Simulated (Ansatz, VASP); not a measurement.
Two plane-wave programs on HgTe

POSCAR

```
HgTe
1.0
   -3.0456030000      3.0456030000      1.5594100000
    3.0456030000     -3.0456030000      1.5594100000
    3.0456030000      3.0456030000     -1.5594100000
Hg Te
1 1
Direct
    0.7500000000      0.2500000000      0.5000000000
    0.0000000000      0.0000000000      0.0000000000
```

File INCAR.step1:

```
PREC     = Accurate       # precision mode
ENCUT    = 520            # plane-wave cutoff, eV
EDIFF    = 1E-5           # SCF threshold, eV
ISMEAR   = -1             # smearing method
SIGMA    = 0.05           # smearing width, eV
LREAL    = F              # projectors in reciprocal space
LASPH    = T              # aspherical terms in the spheres
NELM     = 100            # most SCF steps
ALGO     = Normal         # electronic algorithm
ISIF     = 2              # what is computed and relaxed
LWAVE    = T              # write WAVECAR
LCHARG   = F              # write CHGCAR
GGA      = PE             # functional
NBANDS   = 16             # bands
```

The input INCAR.step2:

```
PREC     = Accurate       # precision mode
ENCUT    = 520            # plane-wave cutoff, eV
EDIFF    = 1E-6           # SCF threshold, eV
ISMEAR   = -1             # smearing method
SIGMA    = 0.05           # smearing width, eV
LREAL    = F              # projectors in reciprocal space
LASPH    = T              # aspherical terms in the spheres
NELM     = 100            # most SCF steps
ALGO     = Normal         # electronic algorithm
ISIF     = 2              # what is computed and relaxed
LWAVE    = F              # write WAVECAR
LCHARG   = F              # write CHGCAR
GGA      = PE             # functional
LHFCALC  = T              # exact exchange
AEXX     = 0.25           # exact-exchange fraction
HFSCREEN = 0.6            # screening, 1/A
PRECFOCK = Normal       
ISTART   = 1            
NBANDS   = 16             # bands
```

KPOINTS

```
Automatic mesh
0
Gamma
  5 5 5
```

Contents of input.yaml:

```yaml
crystal:
  lattice:
    - [-3.045603, 3.045603, 1.55941]
    - [3.045603, -3.045603, 1.55941]
    - [3.045603, 3.045603, -1.55941]
  atoms:
    - { symbol: Hg, position: [0.75, 0.25, 0.5] }
    - { symbol: Te, position: [0.0, 0.0, 0.0] }
hamiltonian:
  xc: { exchange: pbe, correlation: pbe, exx: { coeff: 0.25, omega: 0.6 } }
  pseudopotentials: { kind: paw }
kpoints:
  mp_grid: { grid: [5, 5, 5] }
scf:
  occupations: { method: fermi_dirac, width: 0.05 }
output:
  forces: true
  stress: true
  eigenvalues: true
```

Alike in both runs: task single point; functional PBE-based screened hybrid with a share of 0.25 of exact exchange and HFSCREEN = 0.6; k mesh 5 × 5 × 5; occupations fermi-dirac, width 0.05 eV; no spin polarisation.

|  | VASP | Ansatz |
| --- | --- | --- |
| version | VASP 6.6.1 | Ansatz 0.2.0 |
| potentials or method | VASP PAW PBE potentials, release 64 (Hg, Te) | Ansatz PAW |
| plane-wave cutoff (eV) | 520 | 420 |
| valence electrons in the cell | 18 | 36 |

VASP gave:

* gap on the k mesh at the Fermi level (eV): none
* pressure (GPa): -0.5
* traceless stress, the component that is largest in VASP (GPa): 3.33

Task: What did Ansatz give for the same quantities?

Result: gap on the k mesh at the Fermi level (eV): none; pressure (GPa): -0.5; traceless stress, the component that is largest in VASP (GPa): 3.30.

VASP's potentials were made for PBE, not for PBE-based screened hybrid. A gap of «none» marks a metal or a gap that the smearing closes. The functional is the same, so the differences come from potentials, cutoffs and numerics. VASP's potentials hold 18 valence electrons a cell and Ansatz's 36, so a difference there can come from the potentials and not from the codes.

The k mesh is coarse, so the values compare programs but aren't converged. Spin-orbit coupling is off throughout.
